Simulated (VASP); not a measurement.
# LiBe16 (a cell with a defect) in VASP: single point with PBEsol

Aim: the single point of LiBe16 (a cell with a defect) with PBEsol.

All numbers are computed with VASP 6.6.1; they aren't measurements. Logs are shortened: lines on timing, memory, paths and dates and some standing lists are left out, and cuts for length are marked.

## 1. The cell of the first run

The cell holds a defect, 17 atoms: a = 4.580 Å, b = 3.966 Å, c = 7.177 Å, α = 90.00°, β = 90.00°, γ = 90.00°.

## 2. Single point, PBEsol

Input file INCAR:

```
SYSTEM = LiBe16
PREC = Accurate
ENCUT = 520
EDIFF = 1E-6
ISMEAR = -1
SIGMA = 0.05
LREAL = Auto
LASPH = .True.
NELM = 100
ALGO = Normal
ISIF = 2
LWAVE = .False.
LCHARG = .True.
GGA = PS
LELF = .True.
LVHAR = .True.
NBANDS = 32
```

Input file KPOINTS:

```
regular mesh
0
Gamma
  3 3 2
  0 0 0
```

Input file POSCAR:

```
LiBe16
1.0
   -2.2900000000     -3.9663960000      0.0000000000
    3.4350000000     -1.9831980000      0.0000000000
    0.0000000000      0.0000000000      7.1768600000
Be Li
16 1
Direct
    0.7598007346      0.4261915924     -0.0166643740
    0.4678928280      0.4946477483      0.1973146795
    0.7628128486      0.4489108484      0.5027747922
    0.5084704557      0.2909880012      0.7419902888
    0.5081441859     -0.0558910445      0.0139453906
    0.2856496584      0.8958980438      0.2740032313
    0.5236225539     -0.0641709157      0.5217348601
    0.2620635878      0.8031479741      0.7421306217
    0.2398841449      0.4778944686     -0.0377371155
    0.0635369276      0.2925921188      0.2190195733
    0.2726905331      0.4534145692      0.4708273861
    0.0129844110      0.2960263498      0.7354913939
    0.0213548888     -0.0228708840     -0.0174329604
    0.6759763085      1.1285866232      0.2829645168
    0.0036225624     -0.0223920026      0.4992709910
    0.7665888189      0.7901872374      0.7530320747
   -0.1385327479      0.7156040714      0.2403073500
```

Potentials or basis: VASP PAW PBE potentials, release 64 (Be, Li_sv).

The run is started by

```sh
cat potpaw_PBE.64/Be/POTCAR potpaw_PBE.64/Li_sv/POTCAR > POTCAR
mpirun -np 1 vasp_std > vasp.out
```

OUTCAR:

```text
SYSTEM = LiBe16
   PREC = Accurate
   ENCUT = 520
   EDIFF = 1E-6
   ISMEAR = -1
   LREAL = Auto
   LASPH = .True.
   NELM = 100
   ISIF = 2
   GGA = PS

 ion  position               nearest neighbor table
   1  0.760  0.426  0.983-   2 2.05  13 2.15   4 2.15  12 2.19  16 2.19   9 2.21  17 2.22   5 2.24
                            10 2.25   5 2.37
   2  0.468  0.495  0.197-  14 1.84   6 1.88   9 1.99  10 2.02  17 2.03   1 2.05  11 2.16   5 2.22

   3  0.763  0.449  0.503-  14 2.06  12 2.11   4 2.17  15 2.17  17 2.21   7 2.22  16 2.25  11 2.26
                             7 2.32  11 2.35  15 2.37
   4  0.508  0.291  0.742-   7 2.12   9 2.14   1 2.15   3 2.17   8 2.24  12 2.27  16 2.31  12 2.31
                            16 2.31  11 2.32   8 2.32   5 2.39
   5  0.508  0.944  0.014-   6 2.14  14 2.20   2 2.22   1 2.24  13 2.24   9 2.25  16 2.30   8 2.32
                            13 2.36   1 2.37   4 2.39  17 2.47
   6  0.286  0.896  0.274-   2 1.88  10 1.91  14 2.01  17 2.08   7 2.09  15 2.09   5 2.14  11 2.25
[... 17 lines left out ...]
  15  0.004  0.978  0.499-   6 2.09  12 2.11   3 2.17   7 2.21   8 2.22  17 2.23  14 2.24  16 2.25
                            11 2.26   3 2.37  10 2.38
  16  0.767  0.790  0.753-   7 2.08  13 2.15   1 2.19  15 2.25   3 2.25  12 2.27   8 2.27   5 2.30
                            12 2.31   4 2.31   8 2.31   4 2.31
  17  0.861  0.716  0.240-  14 1.87  10 1.92   2 2.03   6 2.08   3 2.21   1 2.22  15 2.23  13 2.24
                             5 2.47  10 2.47

  LATTYP: Found a simple orthorhombic cell.
 ALAT       =     3.9663962620
 B/A-ratio  =     1.1547004875
 C/A-ratio  =     1.8094157835

  Lattice vectors:

 A1 = (  -3.4350000000,   1.9831980000,   0.0000000000)
 A2 = (  -2.2900000000,  -3.9663960000,   0.0000000000)
 A3 = (   0.0000000000,   0.0000000000,   7.1768600000)

Analysis of symmetry for initial positions (statically):
=====================================================================
 Subroutine PRICEL returns:
 Original cell was already a primitive cell.

 Routine SETGRP: Setting up the symmetry group for a
 simple orthorhombic supercell.

 Subroutine GETGRP returns: Found  1 space group operations
 (whereof  1 operations were pure point group operations)
 out of a pool of  8 trial point group operations.

The static configuration has the point symmetry C_1 .

Analysis of symmetry for dynamics (positions and initial velocities):
=====================================================================
[... 130 lines left out ...]
   NFREE  =      0    steps in history (QN), initial steepest desc. (CG)
   ISIF   =      2    stress and relaxation
   ISYM   =      2    0-nonsym 1-usesym 2-fastsym
   POTIM  = 0.5000    time-step for ionic-motion
   TEBEG  =    0.0;   TEEND  =   0.0 temperature during run
   PSTRESS=    0.0 pullay stress
   NELECT =      35.0000    total number of electrons
   NUPDOWN=      -1.0000    fix difference up-down
   EMIN   =  10.00;   EMAX   =-10.00  energy-range for DOS
   EFERMI =   0.00;   METHOD = LEGACY
   ISMEAR =    -1;   SIGMA  =   0.05  broadening in eV -4-tet -1-fermi 0-gaus
   EFERMI_NEDOS =   21; number of points for ismear=-14 and -15
   IALGO  =     38    algorithm
   IMIX   =      4    mixing-type and parameters
     AMIX     =   0.40;   BMIX     =  1.00
     AMIX_MAG =   1.60;   BMIX_MAG =  1.00
  volume/ion in A,a.u.               =       7.67        51.75
  Fermi-wavevector in a.u.,A,eV,Ry     =   1.056085  1.995711 15.174786  1.115315
  Thomas-Fermi vector in A             =   2.191307
   LORBIT       =      0    0 simple, 1 ext, 2 COOP (PROOUT), +10 PAW based schemes
   GGA     = PS    functional components
   LHFCALC =     F    Hartree Fock is set to
   AEXX    =    0.0000 exact exchange contribution
   IVDW    =     0    specifies the selected vdW correction
   LEPSILON=     F    determine dielectric tensor
   LRPA    =     F    only Hartree local field effects (RPA)
 non-spin polarized calculation
  energy-cutoff  :      520.00
  volume of cell :      130.38
 maximum number of plane-waves:      3531
 NGX is ok and might be reduce to    36
   NGX = 17   NGY = 15   NGZ = 27

 number of electron      34.9999996 magnetization

 Free energy of the ion-electron system (eV)
  ---------------------------------------------------
  ext. energy  EPLUGINS =         0.00000000
  ---------------------------------------------------
  free energy    TOTEN  =       -61.32305897 eV

  energy without entropy =      -61.31518597  energy(sigma->0) =      -61.31912247

 E-fermi :   6.9106     XC(G=0): -10.6567

 val. band max:        6.7867308722   @ k =   0.3333   0.3333   0.0000
 cond. band min:       7.0389483529   @ k =   0.0000   0.3333   0.0000
 fundamental gap:      0.2522174807
 Fermi energy:         6.9106358975

 k-point     1 :       0.0000    0.0000    0.0000
  band No.  band energies     occupation
      1     -38.2902      2.00000
      2      -4.0690      2.00000
      3      -2.1181      2.00000
      4      -1.8970      2.00000
      5       1.0596      2.00000
      6       1.0807      2.00000
[... 309 lines left out ...]
     28      12.3680      0.00000
     29      12.5670      0.00000
 [bands above 29 left out]

------------------------ aborting loop because EDIFF is reached ----------------------------------------

  FORCE on cell =-STRESS in cart. coord.  units (eV):
  Direction    XX          YY          ZZ          XY          YZ          ZX
  --------------------------------------------------------------------------------------
  -------------------------------------------------------------------------------------
  Total       11.6602605      7.0061383      9.0541049      0.3191615     -0.6155570     -1.1798988
  in kB      143.2922864     86.0980398    111.2653859      3.9221582     -7.5645455    -14.4997106
  external PRESSURE =     113.5519040 kB  Pullay stress =       0.0000000 kB

 VOLUME and BASIS-vectors are now :
 -----------------------------------------------------------------------------
  energy-cutoff  :      520.00
  volume of cell :      130.38
      direct lattice vectors                 reciprocal lattice vectors
    -2.290000000 -3.966396000  0.000000000    -0.109170306 -0.189088533  0.000000000
     3.435000000 -1.983198000  0.000000000     0.218340611 -0.126059022  0.000000000
     0.000000000  0.000000000  7.176860000     0.000000000  0.000000000  0.139336702

 POSITION                                       TOTAL-FORCE (eV/Angst)
 -----------------------------------------------------------------------------------
     -0.27598     -3.85889      7.05726         0.001061      0.009784     -0.009099
      0.62764     -2.83683      1.41610         0.011177      0.011560     -0.009074
     -0.20483     -3.91590      3.60834         0.000346     -0.013648      0.004650
     -0.16485     -2.59388      5.32516         0.004380      0.007298     -0.000664
      2.07936     -3.88786      0.10008         0.001280     -0.002610     -0.014790
      2.42327     -2.90974      1.96648        -0.003523      0.010502     -0.010507
[... 9 lines left out ...]
      0.95880     -4.60769      5.40441         0.000273      0.000528     -0.002119
      0.48534     -4.83610      1.72465        -0.002428     -0.010959      0.004120
 -----------------------------------------------------------------------------------
    total drift:                               -0.002134      0.003162     -0.000464

  FREE ENERGIE OF THE ION-ELECTRON SYSTEM (eV)
  ---------------------------------------------------
  free  energy   TOTEN  =       -61.3230589725 eV

  energy  without entropy=      -61.3151859711  energy(sigma->0) =      -61.31912247
```

OSZICAR:

```text
N       E                     dE             d eps       ncg     rms          rms(c)
DAV:   1     0.630481836110E+02    0.63048E+02   -0.13664E+04   640   0.976E+02
DAV:   2    -0.533262777519E+02   -0.11637E+03   -0.10924E+03   784   0.199E+02
DAV:   3    -0.622185145828E+02   -0.88922E+01   -0.87369E+01  1136   0.399E+01
DAV:   4    -0.625021001075E+02   -0.28359E+00   -0.28098E+00   912   0.593E+00
DAV:   5    -0.625058503789E+02   -0.37503E-02   -0.37498E-02   896   0.798E-01    0.480E+00
DAV:   6    -0.614179060068E+02    0.10879E+01   -0.13911E+00   784   0.639E+00    0.249E+00
DAV:   7    -0.613374814788E+02    0.80425E-01   -0.48820E-01   848   0.298E+00    0.131E+00
DAV:   8    -0.613223773210E+02    0.15104E-01   -0.51137E-02  1008   0.114E+00    0.483E-01
DAV:   9    -0.613228827025E+02   -0.50538E-03   -0.60486E-03   832   0.447E-01    0.114E-01
DAV:  10    -0.613230250455E+02   -0.14234E-03   -0.82584E-04   952   0.176E-01    0.275E-02
DAV:  11    -0.613230550794E+02   -0.30034E-04   -0.91605E-05   888   0.653E-02    0.571E-03
DAV:  12    -0.613230575819E+02   -0.25025E-05   -0.75798E-06   832   0.161E-02    0.244E-03
DAV:  13    -0.613230589060E+02   -0.13241E-05   -0.19919E-06   792   0.954E-03    0.651E-04
DAV:  14    -0.613230589725E+02   -0.66527E-07   -0.17331E-07   520   0.268E-03
   1 F= -.61323059E+02 E0= -.61319122E+02  d E =-.787300E-02
```

Run time: 51 s. Hardware: 1 thread of Intel Xeon Platinum 8375C at 2.90GHz (Ice Lake), shared host; peak memory 0.23 GiB.

Results:

| Property | Result |
| --- | --- |
| Free energy | -61.3231 eV |
| Largest force | 0.020 eV/Å |
| Band gap on the k mesh | zero (an odd number of electrons rules out a gap without spin polarisation) |

Forces in eV/Å, atoms in the order of the input:
```
Be   0.001  0.010 -0.009
Be   0.011  0.012 -0.009
Be   0.000 -0.014  0.005
Be   0.004  0.007 -0.001
Be   0.001 -0.003 -0.015
Be  -0.004  0.011 -0.011
Be  -0.001 -0.002  0.008
Be  -0.001 -0.001 -0.010
Be   0.005  0.003  0.011
Be   0.010 -0.012  0.009
Be  -0.003  0.004  0.012
Be  -0.007 -0.001 -0.009
Be  -0.004  0.008  0.018
Be  -0.004 -0.011 -0.002
Be  -0.007  0.000  0.000
Be   0.000  0.001 -0.002
Li  -0.002 -0.011  0.004
```

Levels at points of the mesh, in eV from the Fermi level:
```tsv
k point	band 14	band 15	band 16	band 17	band 18	band 19	band 20	band 21
(0.00, 0.00, 0.00)	-3.14	-2.99	-1.04	-0.29	0.62	0.89	1.16	1.74
(0.00, 0.00, 0.50)	-2.02	-1.70	-1.34	-1.09	-0.33	0.66	1.74	2.28
```

Caveat: the k points lie up to 0.53 Å⁻¹ apart, too coarse for converged energies and pressures of a metal; the cutoff is under 1.25 times the usual one of these potentials, so pressure, stress and relaxed cells hold a basis-set (Pulay) error; the PAW data sets were made with another functional, which shifts forces and pressure a little.

The gap in the log of VASP goes by the Fermi energy; the results here count the filled bands.